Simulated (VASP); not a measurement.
Wanted: the native input for a VASP 6.6.1 run.

```
Task                   : single point
Functional             : PBE
Potentials or basis    : VASP PAW PBE potentials, release 64 (Sb)
Cutoff                 : 520 eV
k mesh                 : 18 × 18 × 18
Occupations            : gaussian, width 0.1 eV
Spin                   : no spin polarisation
Dipole correction      : no
Further INCAR settings : ALGO = Normal; EDIFF = 1e-07; NBANDS = 8
```

The structure of Sb lies in POSCAR:

```
Sb
1.0
    2.1076828548      1.2168712636      1.7194890042
   -2.1076828548      1.2168712636      1.7194890042
    0.0000000000     -2.4337425272      1.7194890042
Sb
1
Direct
    0.5000000000      0.5000000000      0.5000000000
```

This cell differs from its parent crystal: volume scaled by 0.88, then relaxed in part.

These files were run (other wordings do the same):

INCAR

```
PREC = Accurate
ENCUT = 520
EDIFF = 1E-7
ISMEAR = 0
SIGMA = 0.1
LREAL = F
LASPH = T
NELM = 80
ALGO = Normal
ISIF = 2
LWAVE = F
LCHARG = F
GGA = PE
NBANDS = 8
```

KPOINTS

```
regular mesh
0
Gamma
  18 18 18
```

Potentials or basis: VASP PAW PBE potentials, release 64 (Sb).

Launch:

```bash
$ cat potpaw_PBE.64/Sb/POTCAR > POTCAR
$ mpirun -np 1 vasp_std > vasp.out
```

It gave:

```yaml
Pressure: 9.5 GPa
```

Wall time 44 s on 1 thread of AMD EPYC 9R45 96-Core Processor (Zen 5) (shared host), peak memory 0.21 GiB.
